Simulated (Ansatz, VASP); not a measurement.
# ZnSe: VASP beside Ansatz

```
CELL_PARAMETERS angstrom
4.16700 0.00000 0.00000
0.00000 4.16700 0.00000
0.00000 0.00000 5.86040
ATOMIC_POSITIONS crystal
Zn 0.00000 0.00000 0.00000
Zn 0.50000 0.50000 0.00000
Se 0.00000 0.50000 0.26817
Se 0.50000 0.00000 0.73183
```

Alike in both runs: task single point; functional PBEsol; k mesh 8 × 8 × 6; occupations gaussian, width 0.05 eV; no spin polarisation.

```csv
,VASP,Ansatz
version,VASP 6.6.1,Ansatz 0.2.0
potentials or method,"VASP PAW PBE potentials, release 64 (Zn, Se), cutoff 520 eV","scalar-relativistic, plane waves, PAW"
valence electrons in the cell,36,56
```

```csv
,VASP,Ansatz,Ansatz less VASP
gap on the k mesh at the Fermi level (eV),1.49,1.49,-0.001
least direct gap on the mesh (eV),1.49,1.49,-0.001
pressure (GPa),-5.9,-6.0,-0.17
"traceless stress, the component that is largest in VASP (GPa)",-0.27,-0.29,-0.019
rms of the force components (eV/Å),0.464,0.479,+0.0144
```

VASP's potentials were made for PBE, not for PBEsol, and Ansatz warns of the same on its side. Atom by atom the forces differ by 0.014 eV/Å (rms over components). The functional is the same, so the differences come from potentials, cutoffs and numerics. VASP's potentials hold 36 valence electrons a cell and Ansatz's 56, so a difference there can come from the potentials and not from the codes.
